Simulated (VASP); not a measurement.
# KH3: relaxation of cell and atoms with PBE

KH3:

```
CELL_PARAMETERS angstrom
1.77372 -3.03980 0.00000
1.77372 3.03980 0.00000
0.00000 0.00000 6.07574
ATOMIC_POSITIONS crystal
K 0.00000 0.00000 0.12500
H 0.00000 0.50000 0.99118
H 0.50000 0.00000 0.99118
H 0.50000 0.50000 0.75000
```

The cell was generated, and may not be a known phase.

```yaml
Program: VASP 6.6.1
Task: relaxation of cell and atoms
Functional: PBE
Potentials_or_basis: VASP PAW PBE potentials, release 64 (K_sv, H)
Cutoff: 600 eV
k_mesh: 6 × 6 × 4
Occupations: gaussian, width 0.1 eV
Spin: no spin polarisation
Dipole_correction: no
Further_INCAR_settings: ALGO = Normal; EDIFF = 1e-06; IBRION = 2; EDIFFG = -0.04; NSW = 90; ISIF = 3
```

```json
{"Relaxed volume": "14.59 Å³/atom", "Relaxed cell": "a = 5.158 Å, b = 5.158 Å, c = 4.353 Å, α = 90.00°, β = 90.00°, γ = 149.74°", "Space group after relaxing (to 0.1 Å)": "Cmm2 (No. 35)", "Energy gained by relaxing": "863.8 meV/atom", "Ionic steps": "27", "Pressure after relaxing": "-0.1 GPa", "Largest force after relaxing": "0.022 eV/Å", "Band gap on the k mesh": "zero (bands 6 and 7 overlap by 0.03 eV)"}
```

Forces on the atoms (eV/Å):
```
K    0.000  0.000 -0.022
H    0.000  0.000  0.006
H    0.000  0.000  0.006
H    0.000  0.000  0.009
```

Stress tensor (GPa, compression positive):
```
-0.08  0.00  0.00
 0.00 -0.12  0.00
 0.00  0.00  0.01
```

Step by step:
```csv
step,energy change (eV),largest force (eV/Å),pressure (GPa),volume (Å³)
1,0.0000,2.6581,7.79,65.52
2,-1.3433,1.0889,1.09,73.00
3,-1.8409,0.1936,-2.18,79.75
4,-1.9056,0.4740,-4.51,92.87
5,-1.9466,0.4046,-4.22,89.44
6,-1.9586,0.2691,-3.73,85.92
7,-2.3158,0.1996,-3.80,79.07
8,-3.1267,0.6238,-0.11,58.90
9,-3.1218,0.7253,0.96,57.14
10,-3.1278,0.6621,0.28,58.21
11,-3.2784,0.6859,0.63,56.10
12,-3.3723,0.3867,2.57,52.03
13,-3.3784,0.5056,2.02,52.88
14,-3.4267,0.1335,-0.28,56.05
15,-3.4298,0.0635,0.10,55.37
16,-3.4332,0.0515,0.04,55.56
17,-3.4355,0.0767,-0.02,55.86
18,-3.4384,0.0524,-0.09,55.97
19,-3.4409,0.0607,-0.21,56.18
20,-3.4429,0.0542,-0.09,56.05
21,-3.4465,0.0350,0.31,55.65
22,-3.4435,0.0111,1.17,54.85
23,-3.4470,0.0242,0.54,55.42
24,-3.4496,0.0077,0.43,55.93
25,-3.4539,0.0523,0.11,57.46
26,-3.4542,0.0691,-0.01,58.02
27,-3.4552,0.0222,-0.06,58.36
```

Final structure:
```
K H
1.0
     1.34629   -4.97910    0.00000
     1.34629    4.97910    0.00000
     0.00000    0.00000    4.35329
K H
1 3
Direct
  0.00000 0.00000 0.17289
  0.00000 0.50000 0.00718
  0.50000 0.00000 0.00718
  0.50000 0.50000 0.67012
```

Levels at points of the mesh, in eV from the Fermi level:
```
           k point  band 2  band 3  band 4  band 5  band 6  band 7  band 8  band 9  band 10
(0.00, 0.00, 0.00)  -13.47  -13.24  -11.99   -6.13   -1.73    5.57    5.80    6.30     7.55
(0.50, 0.00, 0.00)  -14.94  -12.99  -12.73   -1.24   -1.02    0.98    5.35    5.47     6.32
(0.50, 0.50, 0.00)  -13.55  -13.23  -12.00   -5.73   -1.98    5.21    5.49    6.03     7.16
(0.00, 0.00, 0.50)  -13.46  -13.39  -11.99   -5.95   -0.95    4.41    5.03    5.51     8.04
(0.50, 0.00, 0.50)  -14.92  -12.98  -12.80   -1.09   -0.99    0.02    5.57    7.75     7.77
(0.50, 0.50, 0.50)  -13.54  -13.38  -11.99   -5.64   -0.86    3.15    4.36    6.29     8.23
```

Wall time 14 min on 1 thread of Oxide Virtual Turin-like Processor (shared host), peak memory 0.19 GiB.

Caveat: a cell axis changed by over 15 % at a fixed basis, so the end point is rough.
